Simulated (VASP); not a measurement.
Write the native input for VASP 6.6.1 that does the following.

```
Task                   : single point
Functional             : PBE
Potentials or basis    : VASP PAW PBE potentials, release 64 (Be, S)
Cutoff                 : 600 eV
k mesh                 : 5 × 5 × 5
Occupations            : gaussian, width 0.01 eV
Spin                   : no spin polarisation
Dipole correction      : no
Further INCAR settings : ALGO = Normal; EDIFF = 1e-06; NBANDS = 11
```

The structure of BeS lies in POSCAR:

```
BeS
1.0
    0.0000000000      2.4250000000      2.4250000000
    2.4250000000      0.0000000000      2.4250000000
    2.4250000000      2.4250000000      0.0000000000
Be S
1 1
Direct
    0.0091622505     -0.0035398337     -0.0042006583
    0.2591666299      0.2464964680      0.2457956643
```

The input as run:

INCAR

```
SYSTEM = BeS
PREC = Accurate
ENCUT = 600
EDIFF = 1E-6
ISMEAR = 0
SIGMA = 0.01
LREAL = .False.
LASPH = .True.
NELM = 120
ALGO = Normal
ISIF = 2
LWAVE = .False.
LCHARG = .False.
GGA = PE
NBANDS = 11
GGA_COMPAT = .False.
```

KPOINTS

```
Automatic mesh
0
Gamma
  5 5 5
  0 0 0
```

Potentials or basis: VASP PAW PBE potentials, release 64 (Be, S).

Command:

```bash
$ cat potpaw_PBE.64/Be/POTCAR potpaw_PBE.64/S/POTCAR > POTCAR
$ mpirun -np 1 vasp_std > vasp.out
```

It gave:

```
Pressure               : 1.7 GPa
Band gap on the k mesh : 3.40 eV (least direct gap 5.66 eV)
```

Caveat: the k points lie up to 0.45 Å⁻¹ apart; an odd mesh through Γ misses points on the zone boundary, where band edges can lie.

Wall time 9.8 s on 1 thread of Intel(R) Xeon(R) Platinum 8488C (Sapphire Rapids), with other jobs on the host, peak memory 0.15 GiB.
